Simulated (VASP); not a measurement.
# CuO (P1) in VASP: notebook

Runs on CuO. Level: PBE. Tasks: single point.

Everything below comes from runs of VASP 6.6.1. Logs are shortened: lines on timing, memory, paths and dates and some standing lists are left out, and cuts for length are marked.

## (1) The cell of the first run

The typed cell holds 8 atoms: a = 2.900 Å, b = 5.129 Å, c = 5.643 Å, α = 93.94°, β = 101.64°, γ = 97.69°.

## (2) Single point, PBE (atom 8 moved 0.30 Å)

INCAR

```
  ALGO = Normal
  EDIFF = 1E-6
  ENCUT = 600
  GGA = PE
  GGA_COMPAT = F
  ISIF = 2
  ISMEAR = -1
  LASPH = T
  LCHARG = F
  LREAL = F
  LWAVE = F
  NBANDS = 44
  NELM = 120
  PREC = Accurate
  SIGMA = 0.05
```

KPOINTS

```
k-points
0
Gamma
  9 5 5
```

POSCAR

```
CuO
1.0
   -2.3418500000      1.7113000000      0.0000000000
    0.8500300000      0.0000000000     -5.0578700000
   -2.3418500000     -5.1339000000      0.0000000000
Cu O
4 4
Direct
    0.2479969100      0.0006014900      0.2432966400
    0.7479969100      0.0006014900      0.7432966400
    0.9979969100      0.5006014900      0.4932966400
    0.4979969100      0.5006014900      0.9932966400
    0.7071969100      0.7506014900      0.2840966400
    0.2071969100      0.7506014900      0.7840966400
    0.7887969100      0.2506014900      0.2024966400
    0.3048216600      0.2457895500      0.7561235500
```

Potentials or basis: VASP PAW PBE potentials, release 64 (Cu, O).

Run with:

```bash
$ cat potpaw_PBE.64/Cu/POTCAR potpaw_PBE.64/O/POTCAR > POTCAR
$ mpirun -np 1 vasp_std > vasp.out
```

OUTCAR:

```text
EDIFF = 1E-6
   ENCUT = 600
   GGA = PE
   ISIF = 2
   ISMEAR = -1
   LASPH = T
   LREAL = F
   NELM = 120
   PREC = Accurate

 ion  position               nearest neighbor table
   1  0.248  0.001  0.243-   5 1.95   7 1.95   7 1.96   5 1.96
   2  0.748  0.001  0.743-   8 1.90   8 1.92   6 1.95   6 1.96
   3  0.998  0.501  0.493-   7 1.95   6 1.95   5 1.96   8 2.18
   4  0.498  0.501  0.993-   8 1.75   5 1.95   6 1.96   7 1.96
   5  0.707  0.751  0.284-   1 1.95   4 1.95   3 1.96   1 1.96
   6  0.207  0.751  0.784-   2 1.95   3 1.95   4 1.96   2 1.96
   7  0.789  0.251  0.202-   3 1.95   1 1.95   1 1.96   4 1.96
   8  0.305  0.246  0.756-   4 1.75   2 1.90   2 1.92   3 2.18

  LATTYP: Found a triclinic cell.
 ALAT       =     8.8711867116
 B/A-ratio  =     0.3269556130
 C/A-ratio  =     1.3190826441
 COS(alpha) =     0.0053209128
 COS(beta)  =     0.5659575896
 COS(gamma) =     0.7822162007

  Lattice vectors:

 A1 = (  -2.3418500000,   8.5565000000,   0.0000000000)
 A2 = (  -2.3418500000,   1.7113000000,   0.0000000000)
 A3 = (   6.1755200000,   8.5565000000,   5.0578700000)

Analysis of symmetry for initial positions (statically):
=====================================================================
 Subroutine PRICEL returns:
 Original cell was already a primitive cell.

 Routine SETGRP: Setting up the symmetry group for a
 triclinic supercell.

 Subroutine GETGRP returns: Found  1 space group operations
 (whereof  1 operations were pure point group operations)
 out of a pool of  2 trial point group operations.

The static configuration has the point symmetry C_1 .

Analysis of symmetry for dynamics (positions and initial velocities):
=====================================================================
 Subroutine PRICEL returns:
 Original cell was already a primitive cell.

 Routine SETGRP: Setting up the symmetry group for a
 triclinic supercell.

 Subroutine GETGRP returns: Found  1 space group operations
 (whereof  1 operations were pure point group operations)
 out of a pool of  2 trial point group operations.

The dynamic configuration has the point symmetry C_1 .

 Subroutine INISYM returns: Found  1 space group operations
 (whereof  1 operations are pure point group operations),
 and found     1 'primitive' translations

----------------------------------------------------------------------------------------

                                     Primitive cell

  volume of cell :      81.0798

  direct lattice vectors                    reciprocal lattice vectors
    -2.341850000  1.711300000  0.000000000    -0.320259624  0.146087770 -0.053823109
     0.850030000  0.000000000 -5.057870000     0.000000000  0.000000000 -0.197711685
    -2.341850000 -5.133900000  0.000000000    -0.106753208 -0.146087770 -0.017941036

  length of vectors
     2.900484289  5.128801023  5.642799893     0.356096602  0.197711685  0.181823443

  position of ions in fractional coordinates (direct lattice)
     0.247996910  0.000601490  0.243296640
     0.747996910  0.000601490  0.743296640
     0.997996910  0.500601490  0.493296640
     0.497996910  0.500601490  0.993296640
     0.707196910  0.750601490  0.284096640
     0.207196910  0.750601490  0.784096640
     0.788796910  0.250601490  0.202496640
     0.304821660  0.245789550  0.756123550

  ion indices of the primitive-cell ions
   primitive index   ion index
                 1           1
                 2           2
                 3           3
                 4           4
                 5           5
                 6           6
                 7           7
                 8           8

----------------------------------------------------------------------------------------

 KPOINTS: k-points

Automatic generation of k-mesh.
 Grid dimensions read from file:
 generate k-points for:    9    5    5

 Generating k-lattice:

  Cartesian coordinates                     Fractional coordinates (reciprocal lattice)
    -0.035584403  0.016231974 -0.005980345     0.111111111 -0.000000000  0.000000000
     0.000000000  0.000000000 -0.039542337     0.000000000  0.200000000  0.000000000
    -0.021350642 -0.029217554 -0.003588207     0.000000000 -0.000000000  0.200000000

  Length of vectors
     0.039566289  0.039542337  0.036364689

  Shift w.r.t. Gamma in fractional coordinates (k-lattice)
     0.000000000  0.000000000  0.000000000

 Subroutine IBZKPT returns following result:
 ===========================================

 Found    113 irreducible k-points:

 Following reciprocal coordinates:
            Coordinates               Weight
  0.000000  0.000000  0.000000      1.000000
  0.111111  0.000000 -0.000000      2.000000
  0.222222  0.000000 -0.000000      2.000000
  0.333333  0.000000 -0.000000      2.000000
  0.444444  0.000000 -0.000000      2.000000
  0.000000  0.200000  0.000000      2.000000
[... 16 lines left out ...]
 -0.111111  0.400000  0.000000      2.000000
 -0.000000  0.000000  0.200000      2.000000
 [... further k-points ...]
   k-points           NKPTS =    113   k-points in BZ     NKDIM =    113   number of bands    NBANDS=     44
   number of dos      NEDOS =    301   number of ions     NIONS =      8
   total plane-waves  NPLWV =  48384
   dimension x,y,z NGX =    24 NGY =   42 NGZ =   48
   dimension x,y,z NGXF=    48 NGYF=   84 NGZF=   96
   ions per type =               4   4
   NGX,Y,Z   is equivalent  to a cutoff of  13.76, 13.61, 14.14 a.u.
   NGXF,Y,Z  is equivalent  to a cutoff of  27.51, 27.23, 28.28 a.u.
 SYSTEM =  unknown system
   PREC   = accura    normal or accurate (medium, high low for compatibility)
   ISTART =      0    job   : 0-new  1-cont  2-samecut
   ICHARG =      2    charge: 1-file 2-atom 10-const
   ISPIN  =      1    spin polarized calculation?
   LNONCOLLINEAR =      F non collinear calculations
   LSORBIT =      F    spin-orbit coupling
   LASPH  =      T    aspherical Exc in radial PAW
   ENCUT  =  600.0 eV  44.10 Ry    6.64 a.u.   5.79 10.24 11.27*2*pi/ulx,y,z
   NELM   =    120;   NELMIN=  2; NELMDL= -5     # of ELM steps
   EDIFF  = 0.1E-05   stopping-criterion for ELM
   LREAL  =      F    real-space projection
   EDIFFG = 0.1E-04   stopping-criterion for IOM
   NSW    =      0    number of steps for IOM
   IBRION =     -1    ionic relax: 0-MD 1-quasi-New 2-CG
   NFREE  =      0    steps in history (QN), initial steepest desc. (CG)
   ISIF   =      2    stress and relaxation
   ISYM   =      2    0-nonsym 1-usesym 2-fastsym
   POTIM  = 0.5000    time-step for ionic-motion
   TEBEG  =    0.0;   TEEND  =   0.0 temperature during run
   PSTRESS=    0.0 pullay stress
   NELECT =      68.0000    total number of electrons
   NUPDOWN=      -1.0000    fix difference up-down
   EMIN   =  10.00;   EMAX   =-10.00  energy-range for DOS
   EFERMI =   0.00;   METHOD = LEGACY
   ISMEAR =    -1;   SIGMA  =   0.05  broadening in eV -4-tet -1-fermi 0-gaus
   EFERMI_NEDOS =   21; number of points for ismear=-14 and -15
   IALGO  =     38    algorithm
   IMIX   =      4    mixing-type and parameters
     AMIX     =   0.40;   BMIX     =  1.00
     AMIX_MAG =   1.60;   BMIX_MAG =  1.00
  volume/ion in A,a.u.               =      10.13        68.39
  Fermi-wavevector in a.u.,A,eV,Ry     =   1.543856  2.917465 32.429376  2.383492
  Thomas-Fermi vector in A             =   2.649460
   LORBIT       =      0    0 simple, 1 ext, 2 COOP (PROOUT), +10 PAW based schemes
   GGA     = PE    functional components
   LHFCALC =     F    Hartree Fock is set to
   AEXX    =    0.0000 exact exchange contribution
   IVDW    =     0    specifies the selected vdW correction
   LEPSILON=     F    determine dielectric tensor
   LRPA    =     F    only Hartree local field effects (RPA)
 non-spin polarized calculation
  energy-cutoff  :      600.00
  volume of cell :       81.08
 maximum number of plane-waves:      2722
   NGX = 11   NGY = 21   NGZ = 23

 number of electron      67.9999990 magnetization

 Free energy of the ion-electron system (eV)
  ---------------------------------------------------
  ext. energy  EPLUGINS =         0.00000000
  ---------------------------------------------------
  free energy    TOTEN  =       -38.73052166 eV

  energy without entropy =      -38.69431157  energy(sigma->0) =      -38.71241662

 E-fermi :   5.7369     XC(G=0): -11.9030

 val. band max:        5.7347194920   @ k =   0.0000   0.2000   0.0000
 cond. band min:       5.7375168083   @ k =  -0.3333   0.4000   0.0000
 fundamental gap:      0.0027973163
 Fermi energy:         5.7369435917

 k-point     1 :       0.0000    0.0000    0.0000
  band No.  band energies     occupation
      1     -14.3107      2.00000
      2     -13.4786      2.00000
      3     -12.9376      2.00000
      4     -12.6512      2.00000
      5      -2.5349      2.00000
      6      -1.6463      2.00000
[... 36 lines left out ...]
     43      16.9960      0.00000
     44      17.1036      0.00000

 k-point     2 :       0.1111    0.0000   -0.0000
  band No.  band energies     occupation
      1     -14.2248      2.00000
      2     -13.4323      2.00000
      3     -12.9119      2.00000
      4     -12.6413      2.00000
      5      -2.3896      2.00000
      6      -1.5369      2.00000
[... 36 lines left out ...]
     43      16.4919      0.00000
     44      17.5985      0.00000

 k-point     3 :       0.2222    0.0000   -0.0000
  band No.  band energies     occupation
      1     -13.9924      2.00000
      2     -13.3175      2.00000
      3     -12.8433      2.00000
      4     -12.6183      2.00000
      5      -1.9953      2.00000
      6      -1.2431      2.00000
[... 36 lines left out ...]
     43      15.3714      0.00000
     44      16.4414      0.00000

 k-point     4 :       0.3333    0.0000   -0.0000
  band No.  band energies     occupation
      1     -13.6903      2.00000
      2     -13.2002      2.00000
      3     -12.7567      2.00000
      4     -12.5988      2.00000
      5      -1.4837      2.00000
      6      -0.9830      2.00000
[... 882 lines left out ...]
     43      16.4065      0.00000
     44      17.4930      0.00000

 k-point    23 :      -0.1111    0.4000    0.0000
  band No.  band energies     occupation
      1     -13.8893      2.00000
      2     -13.3922      2.00000
      3     -13.2084      2.00000
      4     -12.8591      2.00000
      5      -1.4222      2.00000
      6      -1.2706      2.00000
[... 36 lines left out ...]
     43      16.4985      0.00000
     44      18.5189      0.00000

 k-point    24 :      -0.0000    0.0000    0.2000
  band No.  band energies     occupation
      1     -14.2498      2.00000
      2     -13.5579      2.00000
      3     -12.9135      2.00000
      4     -12.6738      2.00000
      5      -2.4311      2.00000
      6      -1.5195      2.00000
[... 36 lines left out ...]
     43      15.9736      0.00000
     44      17.8490      0.00000

 [... further k-points ...]
[... 5 lines left out ...]
  --------------------------------------------------------------------------------------
  -------------------------------------------------------------------------------------
  Total        4.2099267      4.8256487      5.3956414      0.6070479      1.2706355      0.8770655
  in kB       83.1902134     95.3571825    106.6205169     11.9955643     25.1083803     17.3312431
  external PRESSURE =      95.0559709 kB  Pullay stress =       0.0000000 kB

 VOLUME and BASIS-vectors are now :
 -----------------------------------------------------------------------------
  energy-cutoff  :      600.00
  volume of cell :       81.08
      direct lattice vectors                 reciprocal lattice vectors
    -2.341850000  1.711300000  0.000000000    -0.320259624  0.146087770 -0.053823109
     0.850030000  0.000000000 -5.057870000     0.000000000  0.000000000 -0.197711685
    -2.341850000 -5.133900000  0.000000000    -0.106753208 -0.146087770 -0.017941036

 POSITION                                       TOTAL-FORCE (eV/Angst)
 -----------------------------------------------------------------------------------
     -1.15002     -0.82466     -0.00304        -0.027383      0.040575     -0.033515
     -3.49187     -2.53596     -0.00304        -0.143143     -0.485934      0.386579
     -3.06686     -0.82466     -2.53198        -0.421147     -0.247753      0.426096
     -3.06686     -4.24726     -2.53198        -1.118208     -1.370523     -1.600116
     -1.68343     -0.24830     -3.79644         0.154817      0.298499     -0.160988
     -1.68343     -3.67090     -3.79644         0.189751      0.437715      0.247268
     -2.10844      0.31027     -1.26751        -0.393921     -0.617394      0.008529
     -2.27565     -3.36022     -1.24317         1.759235      1.944814      0.726147
 -----------------------------------------------------------------------------------
    total drift:                               -0.000380      0.000209     -0.001466

  FREE ENERGIE OF THE ION-ELECTRON SYSTEM (eV)
  ---------------------------------------------------
  free  energy   TOTEN  =       -38.7305216584 eV

  energy  without entropy=      -38.6943115734  energy(sigma->0) =      -38.71241662
```

Run time: 4.6 min. Hardware: 1 thread of Intel Xeon 6975P-C (Granite Rapids), shared host; peak memory 0.46 GiB.

What came out:

```
Free energy            : -38.7305 eV
Pressure               : 9.5 GPa
Largest force          : 2.721 eV/Å
Band gap on the k mesh : zero (bands 34 and 35 overlap by 0.50 eV)
```

Forces on the atoms (eV/Å):
```
Cu  -0.027  0.041 -0.034
Cu  -0.143 -0.486  0.387
Cu  -0.421 -0.248  0.426
Cu  -1.118 -1.371 -1.600
O    0.155  0.298 -0.161
O    0.190  0.438  0.247
O   -0.394 -0.617  0.009
O    1.759  1.945  0.726
```

Levels at points of the mesh, in eV from the Fermi level:
```csv
k point,band 30,band 31,band 32,band 33,band 34,band 35,band 36,band 37,band 38,band 39
"(0.00, 0.00, 0.00)",-1.56,-1.50,-1.43,0.10,0.22,0.32,0.96,1.75,4.54,5.75
```

Caveat: the cell differs from its parent crystal (atom 8 moved 0.30 Å); the cell stands under pressure; semilocal functionals underestimate gaps, and a narrow one can read as zero; semilocal functionals often make such compounds metallic where correlation or magnetic order opens a gap, which also shifts bond lengths; forces of over 1 eV/Å act on the atoms, so gaps and moduli don't describe the material at rest.

## (3) Single point, PBE (atoms moved at random)

INCAR

```
PREC     = Accurate       # precision mode
ENCUT    = 600            # plane-wave cutoff, eV
EDIFF    = 1E-6           # SCF threshold, eV
ISMEAR   = -1             # smearing method
SIGMA    = 0.05           # smearing width, eV
LREAL    = F              # projectors in reciprocal space
LASPH    = T              # aspherical terms in the spheres
NELM     = 120            # most SCF steps
ALGO     = Normal         # electronic algorithm
ISIF     = 2              # what is computed and relaxed
LWAVE    = F              # write WAVECAR
LCHARG   = F              # write CHGCAR
GGA      = PE             # functional
NBANDS   = 44             # bands
GGA_COMPAT= F
```

KPOINTS

```
regular mesh
0
Gamma
  9 5 5
```

POSCAR

```
CuO
1.0
   -2.3418500000      1.7113000000      0.0000000000
    0.8500300000      0.0000000000     -5.0578700000
   -2.3418500000     -5.1339000000      0.0000000000
Cu O
4 4
Direct
    0.2431120000     -0.0038740000      0.2442210000
    0.7666110000      0.0060720000      0.7416930000
    0.9902800000      0.5024930000      0.4969970000
    0.5040260000      0.5063890000      0.9923980000
    0.6972140000      0.7465650000      0.2846140000
    0.1816820000      0.7407940000      0.7841690000
    0.7953990000      0.2516120000      0.1998890000
    0.2984150000      0.2338240000      0.7542410000
```

Potentials or basis: VASP PAW PBE potentials, release 64 (Cu, O).

Run with:

```bash
$ cat potpaw_PBE.64/Cu/POTCAR potpaw_PBE.64/O/POTCAR > POTCAR
$ mpirun -np 1 vasp_std > vasp.out
```

It took 4.6 min on 1 thread of Intel Xeon 6975P-C (Granite Rapids), shared host; peak memory 0.46 GiB.

Results (log left out):

```
Free energy            : -38.5902 eV
Pressure               : 9.7 GPa
Largest force          : 2.444 eV/Å
Band gap on the k mesh : zero (bands 34 and 35 overlap by 0.52 eV)
```

Forces on the atoms (eV/Å):
```
Cu  -0.062  0.209 -0.391
Cu   1.073 -1.544  1.561
Cu  -0.201  0.122  0.903
Cu  -0.665 -0.842 -0.345
O    0.069  0.254 -0.435
O   -0.345  0.675 -0.271
O   -0.371 -0.891  0.052
O    0.502  2.017 -1.073
```

Stress tensor (GPa, compression positive):
```
 9.64  0.16  1.34
 0.16  8.93  1.80
 1.34  1.80 10.40
```

Levels at points of the mesh, in eV from the Fermi level:
```
           k point  band 30  band 31  band 32  band 33  band 34  band 35  band 36  band 37  band 38  band 39
(0.00, 0.00, 0.00)    -1.54    -1.44    -1.34     0.08     0.17     0.35     0.99     1.75     4.59     5.73
```

Caveat: the cell differs from its parent crystal (atoms moved at random); the cell stands under pressure; semilocal functionals often make such compounds metallic where correlation or magnetic order opens a gap, which also shifts bond lengths; forces of over 1 eV/Å act on the atoms, so gaps and moduli don't describe the material at rest.
